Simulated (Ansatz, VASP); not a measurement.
**Mg4Se in VASP and in Ansatz**

```xyz
5
Lattice="-3.2084 3.2084 3.2084 3.2084 -3.2084 3.2084 3.2084 3.2084 -3.2084" Properties=species:S:1:pos:R:3 pbc="T T T"
Mg    1.6042   -1.6042    1.6042
Mg    1.6042    1.6042    1.6042
Mg    1.6042    1.6042   -1.6042
Mg   -1.6042    1.6042    1.6042
Se    0.0000    0.0000    0.0000
```

Change from the starting cell: species swapped into the GeF4 type (I-43m, No. 217).

Alike in both runs: functional PBE; k mesh 8 × 8 × 8; occupations gaussian, width 0.1 eV; no spin polarisation.

Ansatz relaxed the structure, and its values are those at the end. VASP's run is a single point on that final structure, the one shown.

|  | VASP | Ansatz |
| --- | --- | --- |
| version | VASP 6.6.1 | Ansatz 0.2.0 |
| potentials or method | VASP PAW PBE potentials, release 64 (Mg, Se), cutoff 520 eV | scalar-relativistic, plane waves, PAW |
| valence electrons in the cell | 14 | 56 |

|  | VASP | Ansatz | Ansatz less VASP |
| --- | --- | --- | --- |
| gap on the k mesh at the Fermi level (eV) | none | none | - |
| pressure (GPa) | 0.0 | 0.0 | +0.08 |

A gap of «none» marks a metal or a gap that the smearing closes. VASP's potentials hold 14 valence electrons a cell and Ansatz's 56, so a difference there can come from the potentials and not from the codes.
